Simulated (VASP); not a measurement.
A run of VASP 6.6.1 is set up as follows.

Contents of INCAR:

```
SYSTEM = Mg2O3
PREC = Accurate
ENCUT = 520
EDIFF = 1E-6
ISMEAR = -1
SIGMA = 0.06122561905347299
LREAL = .False.
LASPH = .True.
NELM = 100
ALGO = Normal
ISIF = 2
LWAVE = .False.
LCHARG = .True.
GGA = PE
LVHAR = .True.
NBANDS = 33
KPAR = 4
```

KPOINTS

```
regular mesh
0
Gamma
  23 23 23
  0 0 0
```

The input POSCAR:

```
Mg2O3
1.0
    4.8098241019      0.0000000000      0.0000000000
    0.0000000000      4.8098241019      0.0000000000
    0.0000000000      0.0000000000      4.8098241019
Mg O
4 6
Direct
    0.2500000000      0.2500000000      0.2500000000
    0.7500000000      0.7500000000      0.2500000000
    0.7500000000      0.2500000000      0.7500000000
    0.2500000000      0.7500000000      0.7500000000
    0.5000000000      0.0000000000      0.0000000000
    0.0000000000      0.5000000000      0.0000000000
    0.0000000000      0.0000000000      0.5000000000
    0.5000000000      0.5000000000      0.0000000000
    0.5000000000      0.0000000000      0.5000000000
    0.0000000000      0.5000000000      0.5000000000
```

Potentials or basis: VASP PAW PBE potentials, release 64 (Mg, O).

The run is started by

```sh
$ cat potpaw_PBE.64/Mg/POTCAR potpaw_PBE.64/O/POTCAR > POTCAR
$ mpirun -np 4 vasp_std > vasp.out
```

Task: Estimate the pressure.

Result: 1.8 GPa.

Task: Estimate the band gap on the k mesh.

Result: Zero (bands 22 and 23 overlap by 2.29 eV).
